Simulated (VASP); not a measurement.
# Os (Fm-3m) in VASP: single point with LDA

Aim: the single point of Os with LDA.

Program: VASP 6.6.1. These are calculated values, not measurements. Logs are shortened: lines on timing, memory, paths and dates and some standing lists are left out, and cuts for length are marked.

**1. The cell of the first run**

Symmetry: Fm-3m, No. 225, cubic system. The conventional cell has a = 3.890 Å, b = 3.890 Å, c = 3.890 Å, α = 90.00°, β = 90.00°, γ = 90.00°. Within 3.6 Å of Os (site symmetry m-3m) lie 12 Os at 2.75 Å.

**2. Single point, LDA**

File INCAR:

```
  PREC = Accurate
  ENCUT = 600
  EDIFF = 1E-6
  ISMEAR = 0
  SIGMA = 0.1
  LREAL = False
  LASPH = True
  NELM = 120
  ALGO = Normal
  ISIF = 2
  LWAVE = False
  LCHARG = False
  NBANDS = 10
  GGA_COMPAT = False
```

File KPOINTS:

```
Automatic mesh
0
Gamma
  8 8 8
```

File POSCAR:

```
Os
1.0
    0.0000000000      1.9450000000      1.9450000000
    1.9450000000      0.0000000000      1.9450000000
    1.9450000000      1.9450000000      0.0000000000
Os
1
Direct
    0.0000000000      0.0000000000      0.0000000000
```

Potentials or basis: VASP PAW LDA potentials, release 64 (Os).

Command:

```console
> cat potpaw_LDA.64/Os/POTCAR > POTCAR
> mpirun -np 1 vasp_std > vasp.out
```

OUTCAR:

```text
PREC = Accurate
   ENCUT = 600
   EDIFF = 1E-6
   ISMEAR = 0
   LREAL = False
   LASPH = True
   NELM = 120
   ISIF = 2

 ion  position               nearest neighbor table
   1  0.000  0.000  0.000-

  LATTYP: Found a face centered cubic cell.
 ALAT       =     3.8900000000

  Lattice vectors:

 A1 = (   0.0000000000,   1.9450000000,   1.9450000000)
 A2 = (   1.9450000000,   0.0000000000,   1.9450000000)
 A3 = (   1.9450000000,   1.9450000000,   0.0000000000)

Analysis of symmetry for initial positions (statically):
=====================================================================
 Subroutine PRICEL returns:
 Original cell was already a primitive cell.

 Routine SETGRP: Setting up the symmetry group for a
 face centered cubic supercell.

 Subroutine GETGRP returns: Found 48 space group operations
 (whereof 48 operations were pure point group operations)
 out of a pool of 48 trial point group operations.

The static configuration has the point symmetry O_h .

Analysis of symmetry for dynamics (positions and initial velocities):
=====================================================================
 Subroutine PRICEL returns:
 Original cell was already a primitive cell.

 Routine SETGRP: Setting up the symmetry group for a
 face centered cubic supercell.

 Subroutine GETGRP returns: Found 48 space group operations
 (whereof 48 operations were pure point group operations)
 out of a pool of 48 trial point group operations.

The dynamic configuration has the point symmetry O_h .

 Subroutine INISYM returns: Found 48 space group operations
 (whereof 48 operations are pure point group operations),
 and found     1 'primitive' translations

----------------------------------------------------------------------------------------

                                     Primitive cell

  volume of cell :      14.7160

  direct lattice vectors                    reciprocal lattice vectors
     0.000000000  1.945000000  1.945000000    -0.257069409  0.257069409  0.257069409
     1.945000000  0.000000000  1.945000000     0.257069409 -0.257069409  0.257069409
     1.945000000  1.945000000  0.000000000     0.257069409  0.257069409 -0.257069409

  length of vectors
     2.750645379  2.750645379  2.750645379     0.445257277  0.445257277  0.445257277

  position of ions in fractional coordinates (direct lattice)
     0.000000000  0.000000000  0.000000000

  ion indices of the primitive-cell ions
   primitive index   ion index
[... 72 lines left out ...]
   NELM   =    120;   NELMIN=  2; NELMDL= -5     # of ELM steps
   EDIFF  = 0.1E-05   stopping-criterion for ELM
   LREAL  =      F    real-space projection
   EDIFFG = 0.1E-04   stopping-criterion for IOM
   NSW    =      0    number of steps for IOM
   IBRION =     -1    ionic relax: 0-MD 1-quasi-New 2-CG
   NFREE  =      0    steps in history (QN), initial steepest desc. (CG)
   ISIF   =      2    stress and relaxation
   ISYM   =      2    0-nonsym 1-usesym 2-fastsym
   POTIM  = 0.5000    time-step for ionic-motion
   TEBEG  =    0.0;   TEEND  =   0.0 temperature during run
   PSTRESS=    0.0 pullay stress
   NELECT =       8.0000    total number of electrons
   NUPDOWN=      -1.0000    fix difference up-down
   EMIN   =  10.00;   EMAX   =-10.00  energy-range for DOS
   EFERMI =   0.00;   METHOD = LEGACY
   ISMEAR =     0;   SIGMA  =   0.10  broadening in eV -4-tet -1-fermi 0-gaus
   EFERMI_NEDOS =   21; number of points for ismear=-14 and -15
   IALGO  =     38    algorithm
   IMIX   =      4    mixing-type and parameters
     AMIX     =   0.40;   BMIX     =  1.00
     AMIX_MAG =   1.60;   BMIX_MAG =  1.00
  volume/ion in A,a.u.               =      14.72        99.31
  Fermi-wavevector in a.u.,A,eV,Ry     =   1.336109  2.524880 24.288947  1.785187
  Thomas-Fermi vector in A             =   2.464761
   LORBIT       =      0    0 simple, 1 ext, 2 COOP (PROOUT), +10 PAW based schemes
   GGA     = CA    functional components
   LHFCALC =     F    Hartree Fock is set to
   AEXX    =    0.0000 exact exchange contribution
   IVDW    =     0    specifies the selected vdW correction
   LEPSILON=     F    determine dielectric tensor
   LRPA    =     F    only Hartree local field effects (RPA)
 non-spin polarized calculation
 Gauss-broadening in eV      SIGMA  =   0.10
  energy-cutoff  :      600.00
  volume of cell :       14.72
 maximum number of plane-waves:       531
 NGX is ok and might be reduce to    24
   NGX = 11   NGY = 11   NGZ = 11

 number of electron       8.0000000 magnetization

 Free energy of the ion-electron system (eV)
  ---------------------------------------------------
  ext. energy  EPLUGINS =         0.00000000
  ---------------------------------------------------
  free energy    TOTEN  =       -12.45064667 eV

  energy without entropy =      -12.44216258  energy(sigma->0) =      -12.44640463

 E-fermi :   8.3284     XC(G=0): -13.8948

 val. band max:        8.3006664736   @ k =  -0.3750   0.3750   0.1250
 cond. band min:       8.3459979417   @ k =  -0.2500   0.2500   0.0000
 fundamental gap:      0.0453314682
 Fermi energy:         8.3284329084

 k-point     1 :       0.0000    0.0000    0.0000
  band No.  band energies     occupation
      1      -1.7909      2.00000
      2       5.7153      2.00000
      3       5.7153      2.00000
      4       5.7153      2.00000
      5       8.5271      0.00497
      6       8.5271      0.00497
      7      22.8874      0.00000
      8      28.3295      0.00000
      9      28.3295      0.00000
     10      28.3295      0.00000
[... 287 lines left out ...]
 k-point    24 :      -0.3750    0.2500    0.1250
  band No.  band energies     occupation
      1       2.8129      2.00000
      2       4.2116      2.00000
      3       5.8854      2.00000
      4       7.0236      2.00000
      5      10.4024      0.00000
      6      14.6667      0.00000
      7      16.1538      0.00000
      8      24.7128      0.00000
      9      25.0407      0.00000
     10      28.4660      0.00000

 [... further k-points ...]
[... 5 lines left out ...]
  --------------------------------------------------------------------------------------
  -------------------------------------------------------------------------------------
  Total       -2.2953051     -2.2953051     -2.2953051     -0.0000000      0.0000000      0.0000000
  in kB     -249.8976597   -249.8976597   -249.8976597     -0.0000000      0.0000000      0.0000000
  external PRESSURE =    -249.8976597 kB  Pullay stress =       0.0000000 kB

 VOLUME and BASIS-vectors are now :
 -----------------------------------------------------------------------------
  energy-cutoff  :      600.00
  volume of cell :       14.72
      direct lattice vectors                 reciprocal lattice vectors
     0.000000000  1.945000000  1.945000000    -0.257069409  0.257069409  0.257069409
     1.945000000  0.000000000  1.945000000     0.257069409 -0.257069409  0.257069409
     1.945000000  1.945000000  0.000000000     0.257069409  0.257069409 -0.257069409

 POSITION                                       TOTAL-FORCE (eV/Angst)
 -----------------------------------------------------------------------------------
      0.00000      0.00000      0.00000         0.000000      0.000000      0.000000
 -----------------------------------------------------------------------------------
    total drift:                               -0.000000      0.000000     -0.000000

  FREE ENERGIE OF THE ION-ELECTRON SYSTEM (eV)
  ---------------------------------------------------
  free  energy   TOTEN  =       -12.4506466681 eV

  energy  without entropy=      -12.4421625842  energy(sigma->0) =      -12.44640463
```

stdout:

```text
POSCAR found type information on POSCAR Os
 POSCAR found :  1 types and       1 ions
 scaLAPACK will be used
 LDA part: xc-table for (Slater(with rela. corr.)+CA(PZ))
 , standard interpolation
 POSCAR, INCAR and KPOINTS ok, starting setup
 FFT: planning ... GRIDC
 FFT: planning ... GRID_SOFT
 FFT: planning ... GRID
 WAVECAR not read
 entering main loop
```

Wall time 2.2 s (1 thread of Intel Xeon 6975P-C (Granite Rapids), shared host); peak memory 0.12 GiB.

Results:

```
Free energy            : -12.4506 eV
Pressure               : -25.0 GPa
Band gap on the k mesh : zero (band 4 reaches 10.87 eV, above the bottom of band 5 at 7.65 eV)
```

Levels at points of the mesh, in eV from the Fermi level:
| k point | band 1 | band 2 | band 3 | band 4 | band 5 | band 6 | band 7 | band 8 | band 9 |
| --- | --- | --- | --- | --- | --- | --- | --- | --- | --- |
| (0.00, 0.00, 0.00) | -10.12 | -2.61 | -2.61 | -2.61 | 0.20 | 0.20 | 14.56 | 20.00 | 20.00 |
| (0.50, 0.00, 0.00) | -7.03 | -2.75 | -2.75 | 0.09 | 2.43 | 2.43 | 8.56 | 14.07 | 20.06 |
| (0.50, 0.50, 0.00) | -6.88 | -6.20 | 2.39 | 2.54 | 3.07 | 3.07 | 11.66 | 12.18 | 12.18 |

Caveat: spin-orbit coupling is left out, which moves the levels of the heavy elements.
